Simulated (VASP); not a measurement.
A run of VASP 6.6.1 is set up as follows.

Contents of INCAR:

```
PREC = Accurate
ENCUT = 520
EDIFF = 1E-6
ISMEAR = -1
SIGMA = 0.05
LREAL = F
LASPH = T
NELM = 60
ALGO = Normal
ISIF = 2
LWAVE = F
LCHARG = T
GGA = PS
LELF = T
LVHAR = T
NBANDS = 12
```

The input KPOINTS:

```
regular mesh
0
Gamma
  9 9 9
```

File POSCAR:

```
Sb
1.0
    2.1683746945      1.2519117136      3.7749435520
   -2.1683746945      1.2519117136      3.7749435520
    0.0000000000     -2.5038234270      3.7749435520
Sb
2
Direct
    0.2336400000      0.2336400000      0.2336400000
    0.7663600000      0.7663600000      0.7663600000
```

Potentials or basis: VASP PAW PBE potentials, release 64 (Sb).

The run is started by

```sh
$ cat potpaw_PBE.64/Sb/POTCAR > POTCAR
$ mpirun -np 1 vasp_std > vasp.out
```

(1) What does it give for the largest force?

(2) Estimate the pressure.

(3) Predict the band gap on the k mesh.

## Answers

(1) 0.070 eV/Å.

(2) -0.8 GPa.

(3) 0.11 eV, indirect (least direct gap 0.49 eV).

Caveat: the PAW data sets were made with another functional, which shifts forces and pressure a little; spin-orbit coupling is left out, which moves the levels of the heavy elements.
